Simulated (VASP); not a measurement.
Set up this calculation in VASP 6.6.1, as the native input.

| Quantity | Value |
| --- | --- |
| Task | single point |
| Functional | PBE |
| Potentials or basis | VASP PAW PBE potentials, release 64 (K_sv, Cl) |
| Cutoff | 520 eV |
| k mesh | 7 × 7 × 7 |
| Occupations | fermi-dirac, width 0.03 eV |
| Spin | no spin polarisation |
| Dipole correction | no |
| Further INCAR settings | ALGO = Normal; EDIFF = 1e-07; NBANDS = 15 |

The structure of KCl lies in POSCAR:

```
KCl
1.0
    0.0315610000      3.1718805000      3.1718805000
    3.1718805000      0.0315610000      3.1718805000
    3.1718805000      3.1718805000      0.0315610000
K Cl
1 1
Direct
    0.0000000000      0.0000000000      0.0000000000
    0.5000000000      0.5000000000      0.5000000000
```

This cell differs from its parent crystal: equal xy, yz and zx shear strains of +1 %.

These files were run (other wordings do the same):

INCAR

```
PREC = Accurate ; ENCUT = 520
EDIFF = 1E-7 ; ISMEAR = -1
SIGMA = 0.03 ; LREAL = False
LASPH = True ; NELM = 60
ALGO = Normal ; ISIF = 2
LWAVE = False ; LCHARG = True
GGA = PE ; LELF = True
LVHAR = True ; NBANDS = 15
```

KPOINTS

```
Automatic mesh
0
Gamma
  7 7 7
```

Potentials or basis: VASP PAW PBE potentials, release 64 (K_sv, Cl).

Launch:

```sh
$ cat potpaw_PBE.64/K_sv/POTCAR potpaw_PBE.64/Cl/POTCAR > POTCAR
$ mpirun -np 1 vasp_std > vasp.out
```

It gave:

| Item | Value |
| --- | --- |
| Pressure | 0.6 GPa |
| Band gap on the k mesh | 5.14 eV, direct |

Caveat: the cell differs from its parent crystal (equal xy, yz and zx shear strains of +1 %).

Wall time 58 s on 1 thread of AMD EPYC 7R43 64-Core Processor (Zen 3), with other jobs on the host, peak memory 0.18 GiB.
